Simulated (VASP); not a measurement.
# SnO (Romarchite) (P4/nmm) in VASP: notebook

The runs below take SnO (Romarchite) through single point, with r2SCAN, PBE.

Everything below comes from runs of VASP 6.6.1. Logs are shortened: lines on timing, memory, paths and dates and some standing lists are left out, and cuts for length are marked.

### Step 1. The cell of the first run

Symmetry: P4/nmm, No. 129, tetragonal system. The conventional cell has a = 3.793 Å, b = 3.793 Å, c = 4.758 Å, α = 90.00°, β = 90.00°, γ = 90.00°. Sn (site symmetry 4mm) has 4 O at 2.22 Å within 2.9 Å. O (site symmetry -4m2) has 4 Sn at 2.22 Å and 4 O at 2.68 Å within 2.9 Å.

### Step 2. Single point, r2SCAN

POSCAR

```
SnO
1.0
    3.7926488416      0.0000000000      0.0000000000
    0.0000000000      3.7926488416      0.0000000000
    0.0000000000      0.0000000000      4.7582137882
Sn O
2 2
Direct
    0.5000000000      0.0000000000      0.2410340873
    0.0000000000      0.5000000000      0.7589659127
    0.0000000000      0.0000000000      0.0000000000
    0.5000000000      0.5000000000      0.0000000000
```

INCAR.step1

```
SYSTEM = SnO
PREC     = Accurate       ! precision mode
ENCUT    = 520            ! plane-wave cutoff, eV
ISMEAR   = -1             ! smearing method
SIGMA    = 0.02           ! smearing width, eV
LREAL    = .False.        ! projectors in reciprocal space
LASPH    = .True.         ! aspherical terms in the spheres
NELM     = 100            ! most SCF steps
NBANDS   = 28             ! bands
GGA      = PE             ! functional
ALGO     = Normal         ! electronic algorithm
EDIFF    = 1E-4           ! SCF threshold, eV
LWAVE    = .True.         ! write WAVECAR
LCHARG   = .False.        ! write CHGCAR
```

INCAR.step2

```
SYSTEM = SnO
PREC     = Accurate       ! precision mode
ENCUT    = 520            ! plane-wave cutoff, eV
EDIFF    = 1E-7           ! SCF threshold, eV
ISMEAR   = -1             ! smearing method
SIGMA    = 0.02           ! smearing width, eV
LREAL    = .False.        ! projectors in reciprocal space
LASPH    = .True.         ! aspherical terms in the spheres
NELM     = 100            ! most SCF steps
ALGO     = Normal         ! electronic algorithm
ISIF     = 2              ! what is computed and relaxed
LWAVE    = .False.        ! write WAVECAR
LCHARG   = .False.        ! write CHGCAR
METAGGA  = R2SCAN         ! meta-GGA
LMIXTAU  = .True.       
NBANDS   = 28             ! bands
ISTART   = 1
```

KPOINTS

```
regular mesh
0
Gamma
  6 6 6
  0 0 0
```

Potentials or basis: VASP PAW PBE potentials, release 64 (Sn_d, O).

Command:

```bash
$ cat potpaw_PBE.64/Sn_d/POTCAR potpaw_PBE.64/O/POTCAR > POTCAR
$ cp INCAR.step1 INCAR
$ mpirun -np 1 vasp_std > vasp.out
$ cp INCAR.step2 INCAR
$ mpirun -np 1 vasp_std > vasp.out
```

OUTCAR:

```text
SYSTEM = SnO
   PREC = Accurate
   ENCUT = 520
   EDIFF = 1E-7
   ISMEAR = -1
   LREAL = .False.
   LASPH = .True.
   NELM = 100
   ISIF = 2
   METAGGA = R2SCAN
   ISTART = 1

 ion  position               nearest neighbor table
   1  0.500  0.000  0.241-   3 2.22   4 2.22   4 2.22   3 2.22   2 3.53   2 3.53   2 3.53   2 3.53
                             2 3.64   2 3.64   2 3.64   2 3.64
   2  0.000  0.500  0.759-   3 2.22   4 2.22   3 2.22   4 2.22   1 3.53   1 3.53   1 3.53   1 3.53
                             1 3.64   1 3.64   1 3.64   1 3.64
   3  0.000  0.000  0.000-   1 2.22   2 2.22   2 2.22   1 2.22
   4  0.500  0.500  0.000-   1 2.22   2 2.22   1 2.22   2 2.22

  LATTYP: Found a simple tetragonal cell.
 ALAT       =     3.7926488416
 C/A-ratio  =     1.2545885440

  Lattice vectors:

 A1 = (   3.7926488416,   0.0000000000,   0.0000000000)
 A2 = (   0.0000000000,   3.7926488416,   0.0000000000)
 A3 = (   0.0000000000,   0.0000000000,   4.7582137882)

Analysis of symmetry for initial positions (statically):
=====================================================================
 Subroutine PRICEL returns:
 Original cell was already a primitive cell.

 Routine SETGRP: Setting up the symmetry group for a
 simple tetragonal supercell.

 Subroutine GETGRP returns: Found 16 space group operations
 (whereof  8 operations were pure point group operations)
 out of a pool of 16 trial point group operations.

The static configuration has the point symmetry D_2d.
 The point group associated with its full space group is D_4h.

Analysis of symmetry for dynamics (positions and initial velocities):
=====================================================================
 Subroutine PRICEL returns:
 Original cell was already a primitive cell.

 Routine SETGRP: Setting up the symmetry group for a
 simple tetragonal supercell.

 Subroutine GETGRP returns: Found 16 space group operations
 (whereof  8 operations were pure point group operations)
 out of a pool of 16 trial point group operations.

The dynamic configuration has the point symmetry D_2d.
 The point group associated with its full space group is D_4h.

 Subroutine INISYM returns: Found 16 space group operations
 (whereof  8 operations are pure point group operations),
 and found     1 'primitive' translations

----------------------------------------------------------------------------------------

                                     Primitive cell

  volume of cell :      68.4430

  direct lattice vectors                    reciprocal lattice vectors
     3.792648842  0.000000000  0.000000000     0.263667964  0.000000000  0.000000000
     0.000000000  3.792648842  0.000000000     0.000000000  0.263667964  0.000000000
     0.000000000  0.000000000  4.758213788     0.000000000  0.000000000  0.210162898

  length of vectors
     3.792648842  3.792648842  4.758213788     0.263667964  0.263667964  0.210162898

  position of ions in fractional coordinates (direct lattice)
     0.500000000  0.000000000  0.241034087
     0.000000000  0.500000000  0.758965913
     0.000000000  0.000000000  0.000000000
     0.500000000  0.500000000  0.000000000

  ion indices of the primitive-cell ions
   primitive index   ion index
                 1           1
                 2           2
                 3           3
                 4           4

----------------------------------------------------------------------------------------

 KPOINTS: regular mesh

Automatic generation of k-mesh.
 Grid dimensions read from file:
 generate k-points for:    6    6    6

 Generating k-lattice:

  Cartesian coordinates                     Fractional coordinates (reciprocal lattice)
     0.043944661  0.000000000  0.000000000     0.166666667  0.000000000  0.000000000
     0.000000000  0.043944661  0.000000000     0.000000000  0.166666667  0.000000000
     0.000000000  0.000000000  0.035027150     0.000000000  0.000000000  0.166666667

  Length of vectors
     0.043944661  0.043944661  0.035027150

  Shift w.r.t. Gamma in fractional coordinates (k-lattice)
[... 44 lines left out ...]
   NGX = 15   NGY = 15   NGZ = 17

 number of electron      39.9999998 magnetization

 Free energy of the ion-electron system (eV)
  ---------------------------------------------------
  ext. energy  EPLUGINS =         0.00000000
  ---------------------------------------------------
  free energy    TOTEN  =       -66.88897871 eV

  energy without entropy =      -66.88865555  energy(sigma->0) =      -66.88881713

 E-fermi :   7.5029     XC(G=0): -11.0805

 val. band max:        7.4977456883   @ k =   0.0000   0.0000   0.0000
 cond. band min:       7.5283219713   @ k =   0.5000   0.5000   0.0000
 fundamental gap:      0.0305762830
 Fermi energy:         7.5028593393

 k-point     1 :       0.0000    0.0000    0.0000
  band No.  band energies     occupation
      1     -15.5718      2.00000
      2     -14.9844      2.00000
      3     -14.9791      2.00000
      4     -14.9791      2.00000
      5     -14.9253      2.00000
      6     -14.9063      2.00000
[... 20 lines left out ...]
     27      14.4689      0.00000
     28      15.0742      0.00000

 k-point     2 :       0.1667    0.0000    0.0000
  band No.  band energies     occupation
      1     -15.5558      2.00000
      2     -15.0638      2.00000
      3     -14.9739      2.00000
      4     -14.9707      2.00000
      5     -14.9623      2.00000
      6     -14.9269      2.00000
[... 20 lines left out ...]
     27      14.7910      0.00000
     28      16.9563      0.00000

 k-point     3 :       0.3333    0.0000    0.0000
  band No.  band energies     occupation
      1     -15.5107      2.00000
      2     -15.2799      2.00000
      3     -14.9582      2.00000
      4     -14.9502      2.00000
      5     -14.9416      2.00000
      6     -14.9294      2.00000
[... 20 lines left out ...]
     27      15.2963      0.00000
     28      18.0611      0.00000

 k-point     4 :       0.5000    0.0000    0.0000
  band No.  band energies     occupation
      1     -15.4272      2.00000
      2     -15.4272      2.00000
      3     -14.9415      2.00000
      4     -14.9415      2.00000
      5     -14.9330      2.00000
      6     -14.9330      2.00000
[... 578 lines left out ...]
     27      15.8908      0.00000
     28      17.1324      0.00000

 k-point    23 :       0.3333    0.0000    0.3333
  band No.  band energies     occupation
      1     -15.5118      2.00000
      2     -15.3062      2.00000
      3     -14.9705      2.00000
      4     -14.9461      2.00000
      5     -14.9444      2.00000
      6     -14.9385      2.00000
[... 20 lines left out ...]
     27      16.4190      0.00000
     28      18.2478      0.00000

 k-point    24 :       0.5000    0.0000    0.3333
  band No.  band energies     occupation
      1     -15.4425      2.00000
      2     -15.4425      2.00000
      3     -14.9666      2.00000
      4     -14.9666      2.00000
      5     -14.9336      2.00000
      6     -14.9336      2.00000
[... 20 lines left out ...]
     27      17.1526      0.00000
     28      17.1526      0.00000

 [... further k-points ...]
[... 5 lines left out ...]
  --------------------------------------------------------------------------------------
  -------------------------------------------------------------------------------------
  Total        0.7765225      0.7765225      0.7590697      0.0000000     -0.0000000      0.0000000
  in kB       18.1775515     18.1775515     17.7690013      0.0000000     -0.0000000      0.0000000
  external PRESSURE =      18.0413681 kB  Pullay stress =       0.0000000 kB

 VOLUME and BASIS-vectors are now :
 -----------------------------------------------------------------------------
  energy-cutoff  :      520.00
  volume of cell :       68.44
      direct lattice vectors                 reciprocal lattice vectors
     3.792648842  0.000000000  0.000000000     0.263667964  0.000000000  0.000000000
     0.000000000  3.792648842  0.000000000     0.000000000  0.263667964  0.000000000
     0.000000000  0.000000000  4.758213788     0.000000000  0.000000000  0.210162898

 POSITION                                       TOTAL-FORCE (eV/Angst)
 -----------------------------------------------------------------------------------
      1.89632      0.00000      1.14689         0.000000      0.000000      0.119349
      0.00000      1.89632      3.61132        -0.000000      0.000000     -0.119349
      0.00000      0.00000      0.00000        -0.000000      0.000000      0.000000
      1.89632      1.89632      0.00000         0.000000     -0.000000      0.000000
 -----------------------------------------------------------------------------------
    total drift:                                0.000000      0.000000      0.000000

  FREE ENERGIE OF THE ION-ELECTRON SYSTEM (eV)
  ---------------------------------------------------
  free  energy   TOTEN  =       -66.8889787125 eV

  energy  without entropy=      -66.8886555469  energy(sigma->0) =      -66.88881713
```

Wall time 90 s (1 thread of Intel Xeon 6975P-C (Granite Rapids), shared host); peak memory 0.21 GiB.

Results:

* Free energy: -66.8890 eV
* Pressure: 1.8 GPa
* Largest force: 0.119 eV/Å
* Band gap on the k mesh: 0.03 eV, indirect (least direct gap 2.20 eV)

Forces in eV/Å, atoms in the order of the input:
```
Sn   0.000  0.000  0.119
Sn   0.000  0.000 -0.119
O    0.000  0.000  0.000
O    0.000  0.000  0.000
```

Levels at points of the mesh, in eV from the valence-band top:
| k point | band 16 | band 17 | band 18 | band 19 | band 20 | band 21 | band 22 | band 23 | band 24 | band 25 |
| --- | --- | --- | --- | --- | --- | --- | --- | --- | --- | --- |
| (0.00, 0.00, 0.00) | -6.87 | -3.99 | -3.68 | -3.68 | 0.00 | 2.47 | 4.74 | 4.74 | 4.77 | 6.18 |
| (0.50, 0.00, 0.00) | -5.52 | -5.40 | -5.40 | -3.10 | -3.10 | 3.55 | 3.55 | 6.15 | 6.15 | 6.47 |
| (0.50, 0.50, 0.00) | -5.66 | -3.00 | -3.00 | -2.17 | -2.17 | 0.03 | 0.03 | 4.76 | 4.76 | 7.90 |
| (0.00, 0.00, 0.50) | -4.06 | -3.70 | -3.70 | -2.96 | -2.62 | 1.95 | 2.96 | 2.96 | 3.73 | 8.55 |
| (0.50, 0.00, 0.50) | -6.01 | -5.36 | -5.36 | -2.08 | -2.08 | 2.86 | 2.86 | 5.59 | 5.59 | 7.16 |
| (0.50, 0.50, 0.50) | -6.15 | -3.04 | -3.04 | -3.00 | -3.00 | 2.37 | 2.37 | 4.52 | 4.52 | 5.99 |

Caveat: the PAW data sets were made with another functional, which shifts forces and pressure a little; spin-orbit coupling is left out, which moves the levels of the heavy elements. A k mesh can miss the band edges.

(Continued in part 2 of 2.)
